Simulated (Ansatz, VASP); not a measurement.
Two plane-wave programs on Co

```
Co
1.0
     3.41038    0.00000    0.00000
     0.00000    3.41038    0.00000
     0.00000    0.00000    3.41038
Co
3
Direct
  0.50000 0.00000 0.00000
  0.00000 0.50000 0.00000
  0.00000 0.00000 0.50000
```

Alike in both runs: functional PBE; k mesh 14 × 14 × 14; occupations gaussian, width 0.1 eV; collinear spin.

Ansatz relaxed the structure, and its values are those at the end. VASP's run is a single point on that final structure, the one shown.

```csv
,VASP,Ansatz
version,VASP 6.6.1,Ansatz 0.2.0
potentials or method,"VASP PAW PBE potentials, release 64 (Co), cutoff 520 eV","scalar-relativistic, plane waves, PAW"
valence electrons in the cell,27,51
```

VASP gave:

| Quantity | Value |
| --- | --- |
| gap on the k mesh at the Fermi level (eV) | none |
| pressure (GPa) | -0.6 |
| net moment per atom (μB) | 1.85 |
| size of the moment on the site where the two differ most (μB) | 1.87 |

Q: What did Ansatz give for the same quantities?

A: gap on the k mesh at the Fermi level (eV): none; pressure (GPa): 0.0; net moment per atom (μB): 1.86; size of the moment on the site where the two differ most (μB): 1.91.

Site moments also hang on the region over which each program counts them. A gap of «none» marks a metal or a gap that the smearing closes. VASP's potentials hold 27 valence electrons a cell and Ansatz's 51, so a difference there can come from the potentials and not from the codes.
